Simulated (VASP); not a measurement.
Runs of VASP 6.6.1 on MgO. The structure is that of space group Fm-3m (No. 225), or close to it. The cells are those of the table. 

```tsv
level	cell	k mesh	smearing	grid for exact exchange (PRECFOCK)	screening parameter	gap on the mesh (eV)	pressure (GPa)
PBE	a = 2.943, b = 2.943, c = 2.973 Å, angles 59.7, 59.7, 60.7°, 2 atoms	6 × 6 × 6	gaussian 0.01 eV	-	-	4.96	8.7
PBE	a = 2.929, b = 2.929, c = 2.973 Å, angles 59.5, 59.5, 61.0°, 2 atoms	10 × 10 × 10	fermi-dirac 0.02 eV	-	-	5.06	10.8
HSE06	a = 3.033, b = 3.033, c = 2.973 Å, angles 60.7, 60.7, 58.7°, 2 atoms	8 × 8 × 8	gaussian 0.01 eV	Normal	0.2079 1/Å	6.01	-6.2
PBE	a = 2.958, b = 2.958, c = 2.973 Å, angles 59.8, 59.8, 60.3°, 2 atoms	6 × 6 × 6	gaussian 0.01 eV	-	-	(a)	(b)
PBE	a = 3.003, b = 3.003, c = 2.973 Å, angles 60.3, 60.3, 59.3°, 2 atoms	6 × 6 × 6	gaussian 0.01 eV	-	-	4.56	1.7
PBE	a = 2.988, b = 2.988, c = 2.973 Å, angles 60.2, 60.2, 59.7°, 2 atoms	6 × 6 × 6	gaussian 0.01 eV	-	-	(c)	3.2
PBE	a = 2.973 Å, angles 60.0°, 2 atoms	10 × 10 × 10	fermi-dirac 0.02 eV	-	-	4.78	4.9
PBE	a = 2.943, b = 2.943, c = 2.973 Å, angles 59.7, 59.7, 60.7°, 2 atoms	10 × 10 × 10	fermi-dirac 0.02 eV	-	-	4.96	8.7
```

Alike in all rows: task single point; potentials or basis VASP PAW PBE potentials, release 64 (Mg, O); no spin polarisation; cutoff (eV) 520.

Problem. Estimate the missing entries.

Solution. (a) 4.87; (b) 6.7; (c) 4.67.

Caveats: some runs use coarse meshes; the PAW data sets were made with another functional, which shifts forces and pressure a little (some runs).

